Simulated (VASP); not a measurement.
# C (P6/mmm) in VASP: notebook, part 2 of 2

VASP 6.6.1. The steps go on from the part before.

## 3. Single point, LDA

This run uses another cell than the first one, of 22.27 Å³/atom, 1.381 times its volume.

INCAR reads:

```
SYSTEM = C
PREC = Accurate
ENCUT = 520
EDIFF = 1E-6
ISMEAR = -4
SIGMA = 0.1
LREAL = .False.
LASPH = .True.
NELM = 60
ALGO = Normal
ISIF = 2
LWAVE = .False.
LCHARG = .False.
GGA = CA
NBANDS = 11
```

KPOINTS reads:

```
Automatic mesh
0
Gamma
  6 6 2
  0 0 0
```

POSCAR reads:

```
C
1.0
    2.4561701622      0.0000000000      0.0000000000
   -1.2280850811      2.1271057565      0.0000000000
    0.0000000000      0.0000000000      8.5238033600
C
2
Direct
    0.3333333333      0.6666666667      0.0000000000
    0.6666666667      0.3333333333      0.0000000000
```

Potentials or basis: VASP PAW LDA potentials, release 64 (C).

Run with:

```
> cat potpaw_LDA.64/C/POTCAR > POTCAR
> mpirun -np 1 vasp_std > vasp.out
```

OUTCAR:

```text
SYSTEM = C
   PREC = Accurate
   ENCUT = 520
   EDIFF = 1E-6
   ISMEAR = -4
   LREAL = .False.
   LASPH = .True.
   NELM = 60
   ISIF = 2
   GGA = CA

 ion  position               nearest neighbor table
   1  0.333  0.667  0.000-   2 1.42   2 1.42   2 1.42
   2  0.667  0.333  0.000-   1 1.42   1 1.42   1 1.42

  LATTYP: Found a hexagonal cell.
 ALAT       =     2.4561701622
 C/A-ratio  =     3.4703635323

  Lattice vectors:

 A1 = (   2.4561701622,   0.0000000000,   0.0000000000)
 A2 = (  -1.2280850811,   2.1271057565,   0.0000000000)
 A3 = (   0.0000000000,   0.0000000000,   8.5238033600)

Analysis of symmetry for initial positions (statically):
=====================================================================
 Subroutine PRICEL returns:
 Original cell was already a primitive cell.

 Routine SETGRP: Setting up the symmetry group for a
 hexagonal supercell.

 Subroutine GETGRP returns: Found 24 space group operations
 (whereof 24 operations were pure point group operations)
 out of a pool of 24 trial point group operations.

The static configuration has the point symmetry D_6h.

Analysis of symmetry for dynamics (positions and initial velocities):
=====================================================================
 Subroutine PRICEL returns:
 Original cell was already a primitive cell.

 Routine SETGRP: Setting up the symmetry group for a
 hexagonal supercell.

 Subroutine GETGRP returns: Found 24 space group operations
 (whereof 24 operations were pure point group operations)
 out of a pool of 24 trial point group operations.

The dynamic configuration has the point symmetry D_6h.

 Subroutine INISYM returns: Found 24 space group operations
 (whereof 24 operations are pure point group operations),
 and found     1 'primitive' translations

----------------------------------------------------------------------------------------

                                     Primitive cell

  volume of cell :      44.5329

  direct lattice vectors                    reciprocal lattice vectors
     2.456170162  0.000000000  0.000000000     0.407137916  0.235061185  0.000000000
    -1.228085081  2.127105756  0.000000000     0.000000000  0.470122370  0.000000000
     0.000000000  0.000000000  8.523803360     0.000000000  0.000000000  0.117318521

  length of vectors
     2.456170162  2.456170162  8.523803360     0.470122370  0.470122370  0.117318521

  position of ions in fractional coordinates (direct lattice)
     0.333333333  0.666666667  0.000000000
     0.666666667  0.333333333  0.000000000

  ion indices of the primitive-cell ions
   primitive index   ion index
                 1           1
                 2           2

----------------------------------------------------------------------------------------

 KPOINTS: Automatic mesh

Automatic generation of k-mesh.
 Grid dimensions read from file:
 generate k-points for:    6    6    2

 Generating k-lattice:

  Cartesian coordinates                     Fractional coordinates (reciprocal lattice)
     0.067856319  0.039176864  0.000000000     0.166666667 -0.000000000  0.000000000
     0.000000000  0.078353728  0.000000000     0.000000000  0.166666667  0.000000000
[... 29 lines left out ...]
  0.333333  0.166667  0.500000     12.000000
  0.333333  0.333333  0.500000      2.000000
   k-points           NKPTS =     14   k-points in BZ     NKDIM =     14   number of bands    NBANDS=     11
   number of dos      NEDOS =    301   number of ions     NIONS =      2
   total plane-waves  NPLWV =  20736
   dimension x,y,z NGX =    18 NGY =   18 NGZ =   64
   dimension x,y,z NGXF=    36 NGYF=   36 NGZF=  128
   ions per type =               2
   NGX,Y,Z   is equivalent  to a cutoff of  12.18, 12.18, 12.48 a.u.
   NGXF,Y,Z  is equivalent  to a cutoff of  24.37, 24.37, 24.96 a.u.
 SYSTEM =  C
   PREC   = accura    normal or accurate (medium, high low for compatibility)
   ISTART =      0    job   : 0-new  1-cont  2-samecut
   ICHARG =      2    charge: 1-file 2-atom 10-const
   ISPIN  =      1    spin polarized calculation?
   LNONCOLLINEAR =      F non collinear calculations
   LSORBIT =      F    spin-orbit coupling
   LASPH  =      T    aspherical Exc in radial PAW
   ENCUT  =  520.0 eV  38.22 Ry    6.18 a.u.   4.57  4.57 15.85*2*pi/ulx,y,z
   NELM   =     60;   NELMIN=  2; NELMDL= -5     # of ELM steps
   EDIFF  = 0.1E-05   stopping-criterion for ELM
   LREAL  =      F    real-space projection
   EDIFFG = 0.1E-04   stopping-criterion for IOM
   NSW    =      0    number of steps for IOM
   IBRION =     -1    ionic relax: 0-MD 1-quasi-New 2-CG
   NFREE  =      0    steps in history (QN), initial steepest desc. (CG)
   ISIF   =      2    stress and relaxation
   ISYM   =      2    0-nonsym 1-usesym 2-fastsym
   POTIM  = 0.5000    time-step for ionic-motion
   TEBEG  =    0.0;   TEEND  =   0.0 temperature during run
   PSTRESS=    0.0 pullay stress
   NELECT =       8.0000    total number of electrons
   NUPDOWN=      -1.0000    fix difference up-down
   EMIN   =  10.00;   EMAX   =-10.00  energy-range for DOS
   EFERMI =   0.00;   METHOD = LEGACY
   ISMEAR =    -4;   SIGMA  =   0.10  broadening in eV -4-tet -1-fermi 0-gaus
   EFERMI_NEDOS =   21; number of points for ismear=-14 and -15
   IALGO  =     38    algorithm
   IMIX   =      4    mixing-type and parameters
     AMIX     =   0.40;   BMIX     =  1.00
     AMIX_MAG =   1.60;   BMIX_MAG =  1.00
  volume/ion in A,a.u.               =      22.27       150.26
  Fermi-wavevector in a.u.,A,eV,Ry     =   0.923729  1.745594 11.609511  0.853275
  Thomas-Fermi vector in A             =   2.049397
   LORBIT       =      0    0 simple, 1 ext, 2 COOP (PROOUT), +10 PAW based schemes
   GGA     = CA    functional components
   LHFCALC =     F    Hartree Fock is set to
   AEXX    =    0.0000 exact exchange contribution
   IVDW    =     0    specifies the selected vdW correction
   LEPSILON=     F    determine dielectric tensor
   LRPA    =     F    only Hartree local field effects (RPA)
 non-spin polarized calculation
 Fermi weights with tetrahedron method witout Bloechl corrections
  energy-cutoff  :      520.00
  volume of cell :       44.53
 maximum number of plane-waves:      1221
   NGX =  9   NGY =  9   NGZ = 31

 number of electron       7.9999997 magnetization

 Free energy of the ion-electron system (eV)
  ---------------------------------------------------
  ext. energy  EPLUGINS =         0.00000000
  ---------------------------------------------------
  free energy    TOTEN  =       -20.11703170 eV

  energy without entropy =      -20.11703170  energy(sigma->0) =      -20.11703170

 E-fermi :  -0.8919     XC(G=0):  -5.1134

 val. band max:       -0.8918914509   @ k =   0.3333   0.3333   0.0000
 cond. band min:      -0.8919514143   @ k =   0.3333   0.3333   0.5000
 fundamental gap:     -0.0000599634
 Fermi energy:        -0.8919366814

 k-point     1 :       0.0000    0.0000    0.0000
  band No.  band energies     occupation
      1     -20.2859      2.00000
      2      -8.6123      2.00000
      3      -3.9249      2.00000
      4      -3.9249      2.00000
      5       2.2362      0.00000
      6       4.5835      0.00000
      7       6.1960      0.00000
      8       7.4430      0.00000
      9       7.4430      0.00000
     10      10.5776      0.00000
     11      12.1670      0.00000
[... 169 lines left out ...]
 k-point    14 :       0.3333    0.3333    0.5000
  band No.  band energies     occupation
      1     -13.3111      2.00000
      2     -13.3111      2.00000
      3     -11.5679      2.00000
      4      -0.8920      2.00000
      5      -0.8920      0.00000
      6       9.4785      0.00000
      7      12.1127      0.00000
      8      12.1127      0.00000
      9      12.6109      0.00000
     10      14.0062      0.00000
     11      14.0062      0.00000

------------------------ aborting loop because EDIFF is reached ----------------------------------------

  FORCE on cell =-STRESS in cart. coord.  units (eV):
  Direction    XX          YY          ZZ          XY          YZ          ZX
  --------------------------------------------------------------------------------------
  -------------------------------------------------------------------------------------
  Total       -0.4503791     -0.4503791     -0.0128213      0.0000000     -0.0000000      0.0000000
  in kB      -16.2034650    -16.2034650     -0.4612768      0.0000000     -0.0000000      0.0000000
  external PRESSURE =     -10.9560690 kB  Pullay stress =       0.0000000 kB

 VOLUME and BASIS-vectors are now :
 -----------------------------------------------------------------------------
  energy-cutoff  :      520.00
  volume of cell :       44.53
      direct lattice vectors                 reciprocal lattice vectors
     2.456170162  0.000000000  0.000000000     0.407137916  0.235061185  0.000000000
    -1.228085081  2.127105756  0.000000000     0.000000000  0.470122370  0.000000000
     0.000000000  0.000000000  8.523803360     0.000000000  0.000000000  0.117318521

 POSITION                                       TOTAL-FORCE (eV/Angst)
 -----------------------------------------------------------------------------------
     -0.00000      1.41807      0.00000         0.000000     -0.000000      0.000000
      1.22809      0.70904      0.00000        -0.000000      0.000000      0.000000
 -----------------------------------------------------------------------------------
    total drift:                                0.000000     -0.000000      0.000000

  FREE ENERGIE OF THE ION-ELECTRON SYSTEM (eV)
  ---------------------------------------------------
  free  energy   TOTEN  =       -20.1170317014 eV

  energy  without entropy=      -20.1170317014  energy(sigma->0) =      -20.11703170
```

OSZICAR:

```text
N       E                     dE             d eps       ncg     rms          rms(c)
DAV:   1     0.205645171380E+02    0.20565E+02   -0.35476E+03   308   0.563E+02
DAV:   2    -0.198250703272E+02   -0.40390E+02   -0.39388E+02   374   0.129E+02
DAV:   3    -0.215918280661E+02   -0.17668E+01   -0.17620E+01   396   0.273E+01
DAV:   4    -0.216098209919E+02   -0.17993E-01   -0.17984E-01   467   0.327E+00
DAV:   5    -0.216099482415E+02   -0.12725E-03   -0.12724E-03   360   0.225E-01    0.658E+00
DAV:   6    -0.205215818111E+02    0.10884E+01   -0.92541E-01   361   0.546E+00    0.375E+00
DAV:   7    -0.201251290113E+02    0.39645E+00   -0.11696E+00   381   0.611E+00    0.979E-01
DAV:   8    -0.201169081057E+02    0.82209E-02   -0.34450E-02   352   0.110E+00    0.232E-01
DAV:   9    -0.201161041896E+02    0.80392E-03   -0.72516E-04   372   0.168E-01    0.165E-01
DAV:  10    -0.201156587932E+02    0.44540E-03   -0.54592E-03   334   0.310E-01    0.140E-01
DAV:  11    -0.201161633525E+02   -0.50456E-03   -0.22344E-04   354   0.860E-02    0.491E-02
DAV:  12    -0.201169586169E+02   -0.79526E-03   -0.27081E-04   317   0.840E-02    0.302E-02
DAV:  13    -0.201170036860E+02   -0.45069E-04   -0.86441E-06   369   0.165E-02    0.475E-03
DAV:  14    -0.201170313203E+02   -0.27634E-04   -0.40806E-06   329   0.915E-03    0.210E-03
DAV:  15    -0.201170317014E+02   -0.38109E-06   -0.77669E-08   366   0.204E-03
   1 F= -.20117032E+02 E0= -.20117032E+02  d E =0.000000E+00
```

Run time: 3.1 s. Hardware: 1 thread of Intel Xeon Platinum 8481C at 2.70GHz (Sapphire Rapids), shared host; peak memory 0.12 GiB.

Results:

```yaml
Free_energy: -20.1170 eV
Band_gap_on_the_k_mesh: zero (filled and empty bands touch)
```

Levels at points of the mesh, in eV from the Fermi level:
```tsv
k point	band 1	band 2	band 3	band 4	band 5	band 6	band 7	band 8	band 9
(0.00, 0.00, 0.00)	-19.39	-7.72	-3.03	-3.03	3.13	5.48	7.09	8.33	8.33
(0.50, 0.00, 0.00)	-14.07	-13.22	-6.44	-2.38	1.63	7.56	11.05	11.14	12.63
(0.00, 0.00, 0.50)	-19.39	-7.72	-3.03	-3.03	3.74	4.06	8.33	8.33	9.05
(0.50, 0.00, 0.50)	-14.07	-13.22	-6.44	-2.38	1.63	7.56	11.48	11.58	11.89
```

Caveat: the k points lie up to 0.49 Å⁻¹ apart.

## 4. Single point, PBE

This run uses another cell than the first one, of 22.27 Å³/atom, 1.381 times its volume.

INCAR reads:

```
SYSTEM = C
  ALGO = Normal
  EDIFF = 1E-6
  ENCUT = 520
  GGA = PE
  ISIF = 2
  ISMEAR = 1
  LASPH = .True.
  LCHARG = .True.
  LELF = .True.
  LREAL = .False.
  LVHAR = .True.
  LWAVE = .False.
  NBANDS = 11
  NELM = 80
  PREC = Accurate
  SIGMA = 0.06802846561497
```

KPOINTS reads:

```
k-points
0
Gamma
  6 6 2
  0 0 0
```

POSCAR is that of step 3.

Potentials or basis: VASP PAW PBE potentials, release 64 (C).

Run with:

```
> cat potpaw_PBE.64/C/POTCAR > POTCAR
> mpirun -np 1 vasp_std > vasp.out
```

Run time: 4 s. Hardware: 1 thread of Intel Xeon Platinum 8481C at 2.70GHz (Sapphire Rapids), shared host; peak memory 0.14 GiB.

The run converged. Its results:

```
Free energy            : -18.3926 eV
Band gap on the k mesh : zero (filled and empty bands touch)
```

Levels at points of the mesh, in eV from the Fermi level:
```csv
k point,band 1,band 2,band 3,band 4,band 5,band 6,band 7,band 8
"(0.00, 0.00, 0.00)",-19.62,-7.70,-3.04,-3.04,2.95,5.27,6.96,8.38
"(0.50, 0.00, 0.00)",-14.32,-13.32,-6.46,-2.38,1.68,7.48,10.92,11.06
"(0.00, 0.00, 0.50)",-19.62,-7.70,-3.04,-3.04,3.68,3.74,8.38,8.38
"(0.50, 0.00, 0.50)",-14.32,-13.32,-6.46,-2.38,1.68,7.48,11.44,11.63
```

Caveat: the k points lie up to 0.49 Å⁻¹ apart.

## 5. Single point, PBE

This run uses another cell than the first one, of 29.17 Å³/atom, 1.809 times its volume.

INCAR reads:

```
ALGO = Normal
EDIFF = 1E-6
ENCUT = 520
GGA = PE
ISIF = 2
ISMEAR = 0
LASPH = T
LCHARG = F
LREAL = F
LWAVE = F
NBANDS = 11
NELECT = 8.5
NELM = 100
PREC = Accurate
SIGMA = 0.1
```

KPOINTS reads:

```
k-points
0
Gamma
  6 6 2
```

POSCAR reads:

```
C
1.0
    2.6875025382      0.0000000000      0.0000000000
   -1.3437512691      2.3274454708      0.0000000000
    0.0000000000      0.0000000000      9.3266108016
C
2
Direct
    0.3333333333      0.6666666667      0.0000000000
    0.6666666667      0.3333333333      0.0000000000
```

Run with:

```
> cat potpaw_PBE.64/C/POTCAR > POTCAR
> mpirun -np 1 vasp_std > vasp.out
```

It took 5.9 s on 1 thread of Intel Xeon Platinum 8481C at 2.70GHz (Sapphire Rapids), shared host; peak memory 0.15 GiB.

Results (log left out):

* Free energy: -17.5008 eV

Levels at points of the mesh, in eV from the Fermi level:
| k point | band 2 | band 3 | band 4 | band 5 | band 6 | band 7 |
| --- | --- | --- | --- | --- | --- | --- |
| (0.00, 0.00, 0.00) | -7.67 | -4.43 | -4.43 | -0.91 | 1.57 | 3.03 |
| (0.50, 0.00, 0.00) | -13.17 | -7.10 | -3.45 | -0.07 | 3.55 | 5.98 |
| (0.00, 0.00, 0.50) | -7.68 | -4.43 | -4.43 | -0.70 | 0.73 | 4.67 |
| (0.50, 0.00, 0.50) | -13.17 | -7.10 | -3.45 | -0.08 | 3.55 | 6.17 |

Caveat: the k points lie up to 0.45 Å⁻¹ apart; the cell carries a net charge on a neutralising background, which shifts energy and pressure; the cell is charged against a uniform background, so pressure and absolute levels hang on convention.

## 6. The runs side by side

```csv
level,potentials or basis,cell,k mesh,smearing,gap on the mesh (eV)
BLYP,"VASP PAW PBE potentials, release 64 (C)","a = 2.205, b = 2.205, c = 7.654 Å, angles 90.0, 90.0, 120.0°, 2 atoms","2 × 6 × 2, shifted",methfessel-paxton 0.0025 eV,4.13
LDA,"VASP PAW LDA potentials, release 64 (C)","a = 2.456, b = 2.456, c = 8.524 Å, angles 90.0, 90.0, 120.0°, 2 atoms",6 × 6 × 2,tetrahedron,none
PBE,"VASP PAW PBE potentials, release 64 (C)","a = 2.456, b = 2.456, c = 8.524 Å, angles 90.0, 90.0, 120.0°, 2 atoms",6 × 6 × 2,methfessel-paxton 0.0680285 eV,none
```

Alike in all rows: task single point; no spin polarisation; cutoff (eV) 520.

Caveats: all runs use coarse meshes; the PAW data sets were made with another functional, which shifts forces and pressure a little (some runs).

Absolute energies hang on the potentials; compare differences alone.
